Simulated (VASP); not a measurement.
The system is Rb4Sb.

```
CELL_PARAMETERS angstrom
-4.80223 4.80223 4.80223
4.80223 -4.80223 4.80223
4.80223 4.80223 -4.80223
ATOMIC_POSITIONS crystal
Rb 0.50000 0.50000 0.50000
Rb 0.00000 0.00000 0.50000
Rb 0.00000 0.50000 0.00000
Rb 0.50000 0.00000 0.00000
Sb 0.00000 0.00000 0.00000
```

The cell was generated, and may not be a known phase.

```yaml
Program: VASP 6.6.1
Task: relaxation of cell and atoms
Functional: PBE
Potentials_or_basis: VASP PAW PBE potentials, release 64 (Rb_sv, Sb)
Cutoff: 600 eV
k_mesh: 4 × 4 × 4
Occupations: gaussian, width 0.1 eV
Spin: no spin polarisation
```

At the start: pressure -1.0 GPa; volume 88.60 Å³/atom.

Task: How do energy, volume and symmetry change on relaxing?

Result: Over 5 steps the energy falls by 81.6 meV/atom and the volume is 68.56 Å³/atom (-22.6 %); space group Im-3m (No. 229, to 0.1 Å) before and after.

Step by step:
```tsv
step	energy change (eV)	largest force (eV/Å)	pressure (GPa)	volume (Å³)
1	0.0000	0.0000	-0.99	442.99
2	-0.1940	0.0000	-0.82	408.92
3	-0.3888	0.0000	-0.32	357.38
4	0.0266	0.0000	2.45	267.67
5	-0.4081	0.0000	-0.09	342.81
```

Final structure:
```cif
data_structure
_symmetry_space_group_name_H-M 'P 1'
_symmetry_Int_Tables_number 1
_cell_length_a 7.6365
_cell_length_b 7.6365
_cell_length_c 7.6365
_cell_angle_alpha 109.471
_cell_angle_beta 109.471
_cell_angle_gamma 109.471
_cell_volume 342.81
loop_
_atom_site_label
_atom_site_type_symbol
_atom_site_fract_x
_atom_site_fract_y
_atom_site_fract_z
_atom_site_occupancy
Rb1 Rb 0.50000 0.50000 0.50000 1
Rb2 Rb 0.00000 0.00000 0.50000 1
Rb3 Rb 0.00000 0.50000 0.00000 1
Rb4 Rb 0.50000 0.00000 0.00000 1
Sb1 Sb 0.00000 0.00000 0.00000 1
```

Caveat: the volume moved by over 15 % at a fixed basis, so the end points are rough.
